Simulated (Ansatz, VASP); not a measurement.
Ta in VASP and in Ansatz

```
Ta
1.0
     5.28676    0.00000    0.00000
     0.00000    5.28676    0.00000
     0.00000    0.00000    5.28676
Ta
8
Direct
  0.00000 0.00000 0.00000
  0.50000 0.50000 0.50000
  0.25000 0.00000 0.50000
  0.75000 0.00000 0.50000
  0.50000 0.25000 0.00000
  0.50000 0.75000 0.00000
  0.00000 0.50000 0.25000
  0.00000 0.50000 0.75000
```

Alike in both runs: functional r2SCAN; k mesh 5 × 5 × 5; occupations fermi-dirac, width 0.1 eV; no spin polarisation.

Ansatz relaxed the structure, and its values are those at the end. VASP's run is a single point on that final structure, the one shown.

```csv
,VASP,Ansatz
version,VASP 6.6.1,Ansatz 0.2.0
potentials or method,"VASP PAW PBE potentials, release 64 (Ta_pv), cutoff 520 eV","plane waves (500 eV) with PAW, scalar-relativistic"
valence electrons in the cell,88,104
```

Ansatz gave:

```
pressure (GPa) : 0.0
```

Task: Estimate VASP's values.

Result: Pressure (GPa): 0.6.

VASP's potentials were made for PBE, not for r2SCAN. VASP's potentials hold 88 valence electrons a cell and Ansatz's 104, so a difference there can come from the potentials and not from the codes.

Neither program's run includes spin-orbit coupling.
